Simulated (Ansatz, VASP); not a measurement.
**K3OF in VASP and in Ansatz**

```
CELL_PARAMETERS angstrom
5.15588 0.00000 0.00000
0.00000 5.15588 0.00000
0.00000 0.00000 5.15588
ATOMIC_POSITIONS crystal
F 0.00000 0.00000 0.00000
O 0.50000 0.50000 0.50000
K 0.50000 0.50000 0.00000
K 0.50000 0.00000 0.50000
K 0.00000 0.50000 0.50000
```

Alike in both runs: task single point; functional r2SCAN; k mesh 4 × 4 × 4; no spin polarisation.

```csv
,VASP,Ansatz
version,VASP 6.6.1,Ansatz 0.2.0
potentials or method,"VASP PAW PBE potentials, release 64 (F, O, K_sv)","plane waves, PAW"
plane-wave cutoff (eV),520,500
occupations,"gaussian, width 0.01 eV",fixed
valence electrons in the cell,40,40
```

```tsv
	VASP	Ansatz	Ansatz less VASP
gap on the k mesh at the Fermi level (eV)	1.23	1.24	+0.007
pressure (GPa)	-1.1	-1.2	-0.03
```

VASP's potentials were made for PBE, not for r2SCAN.
